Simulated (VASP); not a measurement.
# TiSi2 (Fdd2) in VASP: notebook

Runs on TiSi2. Level: PBE. Tasks: single point.

All numbers are computed with VASP 6.6.1; they aren't measurements. Logs are shortened: lines on timing, memory, paths and dates and some standing lists are left out, and cuts for length are marked.

### Step 1. The cell of the first run

Symmetry: Fdd2, No. 43, orthorhombic system. Conventional cell: a = 4.808 Å, b = 8.270 Å, c = 8.559 Å, α = 90.00°, β = 90.00°, γ = 90.00°. Within 3.0 Å of Ti (site symmetry 2) lie 10 Si at 2.30 to 2.82 Å. Si (site symmetry 1) has 5 Ti at 2.30 to 2.82 Å and 5 Si at 2.53 to 2.80 Å within 3.0 Å.

### Step 2. Single point, PBE (all Ti atoms moved +0.312 Å, as atom 1 along Cartesian [0 0 1])

File INCAR:

```
SYSTEM = TiSi2
PREC     = Accurate       ! precision mode
ENCUT    = 520            ! plane-wave cutoff, eV
EDIFF    = 1E-7           ! SCF threshold, eV
ISMEAR   = 0              ! smearing method
SIGMA    = 0.15           ! smearing width, eV
LREAL    = .False.        ! projectors in reciprocal space
LASPH    = .True.         ! aspherical terms in the spheres
NELM     = 60             ! most SCF steps
ALGO     = Normal         ! electronic algorithm
ISIF     = 2              ! what is computed and relaxed
LWAVE    = .False.        ! write WAVECAR
LCHARG   = .False.        ! write CHGCAR
GGA      = PE             ! functional
NBANDS   = 29             ! bands
```

File KPOINTS:

```
Automatic mesh
0
Gamma
  14 14 14
  0 0 0
```

File POSCAR:

```
TiSi2
1.0
    0.0000000000      4.1351811254      4.2795976059
    2.4038689114      0.0000000000      4.2795976059
    2.4038689114      4.1351811254      0.0000000000
Ti Si
2 4
Direct
    0.7865104420      0.7865104420      0.7134895580
    0.5365104420      0.5365104420      0.4634895580
    0.0868244589      0.4131755411      0.0868244589
    0.4131755411      0.0868244589      0.4131755411
    0.1631755411      0.8368244589      0.1631755411
    0.8368244589      0.1631755411      0.8368244589
```

Potentials or basis: VASP PAW PBE potentials, release 64 (Ti_sv, Si).

On the command line:

```console
$ cat potpaw_PBE.64/Ti_sv/POTCAR potpaw_PBE.64/Si/POTCAR > POTCAR
$ mpirun -np 1 vasp_std > vasp.out
```

OUTCAR:

```text
SYSTEM = TiSi2
   PREC = Accurate
   ENCUT = 520
   EDIFF = 1E-7
   ISMEAR = 0
   LREAL = .False.
   LASPH = .True.
   NELM = 60
   ISIF = 2
   GGA = PE

 ion  position               nearest neighbor table
   1  0.787  0.787  0.713-   6 2.30   5 2.30   4 2.77   3 2.77   4 2.77   3 2.77   3 2.80   4 2.80
                             6 2.82   5 2.82
   2  0.537  0.537  0.463-   3 2.30   4 2.30   5 2.77   5 2.77   6 2.77   6 2.77   5 2.80   6 2.80
                             3 2.82   4 2.82
   3  0.087  0.413  0.087-   2 2.30   5 2.53   5 2.53   4 2.70   1 2.77   1 2.77   4 2.80   4 2.80
                             1 2.80   2 2.82
   4  0.413  0.087  0.413-   2 2.30   6 2.53   6 2.53   3 2.70   1 2.77   1 2.77   3 2.80   3 2.80
                             1 2.80   2 2.82
   5  0.163  0.837  0.163-   1 2.30   3 2.53   3 2.53   6 2.70   2 2.77   2 2.77   6 2.80   6 2.80
                             2 2.80   1 2.82
   6  0.837  0.163  0.837-   1 2.30   4 2.53   4 2.53   5 2.70   2 2.77   2 2.77   5 2.80   5 2.80
                             2 2.80   1 2.82

  LATTYP: Found a face centered orthorhombic cell.
 ALAT       =     4.8077378228
 B/A-ratio  =     1.7202190626
 C/A-ratio  =     1.7802957497

  Lattice vectors:

 A1 = (   0.0000000000,   4.1351811254,   4.2795976059)
 A2 = (   2.4038689114,   0.0000000000,   4.2795976059)
 A3 = (   2.4038689114,   4.1351811254,   0.0000000000)

Analysis of symmetry for initial positions (statically):
=====================================================================
 Subroutine PRICEL returns:
 Original cell was already a primitive cell.

 Routine SETGRP: Setting up the symmetry group for a
 face centered orthorhombic supercell.

 Subroutine GETGRP returns: Found  4 space group operations
 (whereof  2 operations were pure point group operations)
 out of a pool of  8 trial point group operations.

The static configuration has the point symmetry C_2 .
 The point group associated with its full space group is C_2v.

Analysis of symmetry for dynamics (positions and initial velocities):
=====================================================================
 Subroutine PRICEL returns:
 Original cell was already a primitive cell.

 Routine SETGRP: Setting up the symmetry group for a
 face centered orthorhombic supercell.

 Subroutine GETGRP returns: Found  4 space group operations
 (whereof  2 operations were pure point group operations)
 out of a pool of  8 trial point group operations.

The dynamic configuration has the point symmetry C_2 .
 The point group associated with its full space group is C_2v.

 Subroutine INISYM returns: Found  4 space group operations
 (whereof  2 operations are pure point group operations),
 and found     1 'primitive' translations

----------------------------------------------------------------------------------------

                                     Primitive cell

  volume of cell :      85.0821

  direct lattice vectors                    reciprocal lattice vectors
     0.000000000  4.135181125  4.279597606    -0.207998031  0.120913688  0.116833414
     2.403868911  0.000000000  4.279597606     0.207998031 -0.120913688  0.116833414
     2.403868911  4.135181125  0.000000000     0.207998031  0.120913688 -0.116833414

  length of vectors
     5.951023324  4.908517231  4.783127500     0.267457188  0.267457188  0.267457188

  position of ions in fractional coordinates (direct lattice)
     0.786510442  0.786510442  0.713489558
     0.536510442  0.536510442  0.463489558
     0.086824459  0.413175541  0.086824459
     0.413175541  0.086824459  0.413175541
     0.163175541  0.836824459  0.163175541
     0.836824459  0.163175541  0.836824459

  ion indices of the primitive-cell ions
   primitive index   ion index
                 1           1
                 2           2
                 3           3
                 4           4
                 5           5
                 6           6

----------------------------------------------------------------------------------------

 KPOINTS: Automatic mesh

Automatic generation of k-mesh.
 Grid dimensions read from file:
 generate k-points for:   14   14   14

 Generating k-lattice:

  Cartesian coordinates                     Fractional coordinates (reciprocal lattice)
    -0.014857002  0.008636692  0.008345244     0.071428571  0.000000000  0.000000000
     0.014857002 -0.008636692  0.008345244     0.000000000  0.071428571  0.000000000
     0.014857002  0.008636692 -0.008345244     0.000000000  0.000000000  0.071428571

  Length of vectors
     0.019104085  0.019104085  0.019104085

  Shift w.r.t. Gamma in fractional coordinates (k-lattice)
     0.000000000  0.000000000  0.000000000

 Subroutine IBZKPT returns following result:
 ===========================================

 Found    428 irreducible k-points:

 Following reciprocal coordinates:
            Coordinates               Weight
  0.000000  0.000000  0.000000      1.000000
  0.071429  0.000000  0.000000      8.000000
  0.142857  0.000000  0.000000      8.000000
  0.214286  0.000000  0.000000      8.000000
  0.285714  0.000000 -0.000000      8.000000
  0.357143  0.000000  0.000000      8.000000
[... 16 lines left out ...]
  0.214286  0.142857  0.000000      8.000000
  0.285714  0.142857  0.000000      8.000000
 [... further k-points ...]
   k-points           NKPTS =    428   k-points in BZ     NKDIM =    428   number of bands    NBANDS=     29
   number of dos      NEDOS =    301   number of ions     NIONS =      6
   total plane-waves  NPLWV =  69120
   dimension x,y,z NGX =    48 NGY =   40 NGZ =   36
   dimension x,y,z NGXF=    96 NGYF=   80 NGZF=   72
   ions per type =               2   4
   NGX,Y,Z   is equivalent  to a cutoff of  13.41, 13.55, 12.51 a.u.
   NGXF,Y,Z  is equivalent  to a cutoff of  26.82, 27.10, 25.02 a.u.
 SYSTEM =  TiSi2
   PREC   = accura    normal or accurate (medium, high low for compatibility)
   ISTART =      0    job   : 0-new  1-cont  2-samecut
   ICHARG =      2    charge: 1-file 2-atom 10-const
   ISPIN  =      1    spin polarized calculation?
   LNONCOLLINEAR =      F non collinear calculations
   LSORBIT =      F    spin-orbit coupling
   LASPH  =      T    aspherical Exc in radial PAW
   ENCUT  =  520.0 eV  38.22 Ry    6.18 a.u.  11.06  9.13  8.89*2*pi/ulx,y,z
   NELM   =     60;   NELMIN=  2; NELMDL= -5     # of ELM steps
   EDIFF  = 0.1E-06   stopping-criterion for ELM
   LREAL  =      F    real-space projection
   EDIFFG = 0.1E-05   stopping-criterion for IOM
   NSW    =      0    number of steps for IOM
   IBRION =     -1    ionic relax: 0-MD 1-quasi-New 2-CG
   NFREE  =      0    steps in history (QN), initial steepest desc. (CG)
   ISIF   =      2    stress and relaxation
   ISYM   =      2    0-nonsym 1-usesym 2-fastsym
   POTIM  = 0.5000    time-step for ionic-motion
   TEBEG  =    0.0;   TEEND  =   0.0 temperature during run
   PSTRESS=    0.0 pullay stress
   NELECT =      40.0000    total number of electrons
   NUPDOWN=      -1.0000    fix difference up-down
   EMIN   =  10.00;   EMAX   =-10.00  energy-range for DOS
   EFERMI =   0.00;   METHOD = LEGACY
   ISMEAR =     0;   SIGMA  =   0.15  broadening in eV -4-tet -1-fermi 0-gaus
   EFERMI_NEDOS =   21; number of points for ismear=-14 and -15
   IALGO  =     38    algorithm
   IMIX   =      4    mixing-type and parameters
     AMIX     =   0.40;   BMIX     =  1.00
     AMIX_MAG =   1.60;   BMIX_MAG =  1.00
  volume/ion in A,a.u.               =      14.18        95.69
  Fermi-wavevector in a.u.,A,eV,Ry     =   1.272962  2.405549 22.047316  1.620432
  Thomas-Fermi vector in A             =   2.405812
   LORBIT       =      0    0 simple, 1 ext, 2 COOP (PROOUT), +10 PAW based schemes
   GGA     = PE    functional components
   LHFCALC =     F    Hartree Fock is set to
   AEXX    =    0.0000 exact exchange contribution
   IVDW    =     0    specifies the selected vdW correction
   LEPSILON=     F    determine dielectric tensor
   LRPA    =     F    only Hartree local field effects (RPA)
 non-spin polarized calculation
 Gauss-broadening in eV      SIGMA  =   0.15
  energy-cutoff  :      520.00
  volume of cell :       85.08
 maximum number of plane-waves:      2310
 NGX is ok and might be reduce to    48
   NGX = 23   NGY = 19   NGZ = 17

 number of electron      40.0000002 magnetization

 Free energy of the ion-electron system (eV)
  ---------------------------------------------------
  ext. energy  EPLUGINS =         0.00000000
  ---------------------------------------------------
  free energy    TOTEN  =       -39.36624578 eV

  energy without entropy =      -39.34023677  energy(sigma->0) =      -39.35324127

 E-fermi :   9.9677     XC(G=0): -11.6486

 val. band max:        9.9637643293   @ k =   0.2143  -0.2143   0.1429
 cond. band min:       9.9678959016   @ k =  -0.4286   0.1429  -0.0000
 fundamental gap:      0.0041315724
 Fermi energy:         9.9677472440

 k-point     1 :       0.0000    0.0000    0.0000
  band No.  band energies     occupation
      1     -46.2420      2.00000
      2     -46.2148      2.00000
      3     -22.6515      2.00000
      4     -22.6222      2.00000
      5     -22.5426      2.00000
      6     -22.5290      2.00000
[... 21 lines left out ...]
     28      13.7681      0.00000
     29      13.9476      0.00000

 k-point     2 :       0.0714    0.0000    0.0000
  band No.  band energies     occupation
      1     -46.2417      2.00000
      2     -46.2150      2.00000
      3     -22.6511      2.00000
      4     -22.6222      2.00000
      5     -22.5448      2.00000
      6     -22.5280      2.00000
[... 21 lines left out ...]
     28      13.7105      0.00000
     29      13.9259      0.00000

 k-point     3 :       0.1429    0.0000    0.0000
  band No.  band energies     occupation
      1     -46.2410      2.00000
      2     -46.2158      2.00000
      3     -22.6502      2.00000
      4     -22.6218      2.00000
      5     -22.5506      2.00000
      6     -22.5277      2.00000
[... 638 lines left out ...]
      5     -22.5579      2.00000
      6     -22.5377      2.00000
[... 21 lines left out ...]
     28      13.8330      0.00000
     29      14.0956      0.00000

 k-point    24 :       0.2857    0.1429    0.0000
  band No.  band energies     occupation
      1     -46.2384      2.00000
      2     -46.2182      2.00000
      3     -22.6424      2.00000
      4     -22.6157      2.00000
      5     -22.5671      2.00000
      6     -22.5375      2.00000
[... 21 lines left out ...]
     28      13.9375      0.00000
     29      14.1765      0.00000

 [... further k-points ...]

------------------------ aborting loop because EDIFF is reached ----------------------------------------

  FORCE on cell =-STRESS in cart. coord.  units (eV):
  Direction    XX          YY          ZZ          XY          YZ          ZX
  --------------------------------------------------------------------------------------
  -------------------------------------------------------------------------------------
  Total        2.7793448      0.8297274      6.9033237      0.0000000      0.0000000      0.0000000
  in kB       52.3377150     15.6245586    129.9961734      0.0000000      0.0000000      0.0000000
  external PRESSURE =      65.9861490 kB  Pullay stress =       0.0000000 kB

 VOLUME and BASIS-vectors are now :
 -----------------------------------------------------------------------------
  energy-cutoff  :      520.00
  volume of cell :       85.08
      direct lattice vectors                 reciprocal lattice vectors
     0.000000000  4.135181125  4.279597606    -0.207998031  0.120913688  0.116833414
     2.403868911  0.000000000  4.279597606     0.207998031 -0.120913688  0.116833414
     2.403868911  4.135181125  0.000000000     0.207998031  0.120913688 -0.116833414

 POSITION                                       TOTAL-FORCE (eV/Angst)
 -----------------------------------------------------------------------------------
      3.60580      6.20277      6.73190         0.000000     -0.000000     -4.558177
      2.40387      4.13518      4.59210        -0.000000     -0.000000     -4.558177
      1.20193      0.71807      2.13980        -1.199615      0.403166      2.279089
      1.20193      3.41711      2.13980         1.199615     -0.403166      2.279089
      2.40387      1.34952      4.27960        -1.199615     -0.403166      2.279089
      2.40387      6.92084      4.27960         1.199615      0.403166      2.279089
 -----------------------------------------------------------------------------------
    total drift:                                0.000030      0.000002      0.000381

  FREE ENERGIE OF THE ION-ELECTRON SYSTEM (eV)
  ---------------------------------------------------
  free  energy   TOTEN  =       -39.3662457806 eV

  energy  without entropy=      -39.3402367656  energy(sigma->0) =      -39.35324127
```

Run time: 9.9 min. Hardware: 1 thread of Intel Xeon 6975P-C (Granite Rapids), shared host; peak memory 0.89 GiB.

What came out:

```
Free energy            : -39.3662 eV
Pressure               : 6.6 GPa
Largest force          : 4.558 eV/Å
Band gap on the k mesh : zero (band 20 reaches 10.64 eV, above the bottom of band 21 at 8.81 eV)
```

Forces on the atoms (eV/Å):
```
Ti   0.000  0.000 -4.558
Ti   0.000  0.000 -4.558
Si  -1.200  0.403  2.279
Si   1.200 -0.403  2.279
Si  -1.200 -0.403  2.279
Si   1.200  0.403  2.279
```

Levels at points of the mesh, in eV from the Fermi level:
| k point | band 16 | band 17 | band 18 | band 19 | band 20 | band 21 | band 22 | band 23 | band 24 | band 25 |
| --- | --- | --- | --- | --- | --- | --- | --- | --- | --- | --- |
| (0.00, 0.00, 0.00) | -2.28 | -2.13 | -2.02 | -1.71 | -1.38 | -0.98 | 1.98 | 2.61 | 2.95 | 3.09 |
| (0.50, 0.00, 0.00) | -2.33 | -1.74 | -1.08 | -0.10 | 0.14 | 0.91 | 1.18 | 1.90 | 2.08 | 2.62 |
| (0.50, 0.50, 0.00) | -2.81 | -1.51 | -1.51 | -1.09 | -1.09 | 0.76 | 0.76 | 3.22 | 3.22 | 3.28 |
| (0.50, 0.00, 0.50) | -2.34 | -2.19 | -2.19 | -0.85 | -0.85 | 1.23 | 1.23 | 3.00 | 3.00 | 3.15 |
| (0.00, 0.50, 0.50) | -1.64 | -0.78 | -0.78 | -0.56 | -0.56 | 0.91 | 0.91 | 2.22 | 2.22 | 2.83 |

Caveat: the cell differs from its parent crystal (all Ti atoms moved +0.312 Å, as atom 1 along Cartesian [0 0 1]); forces of over 1 eV/Å act on the atoms, so gaps and moduli don't describe the material at rest.

(Part 1 of 2 ends here.)
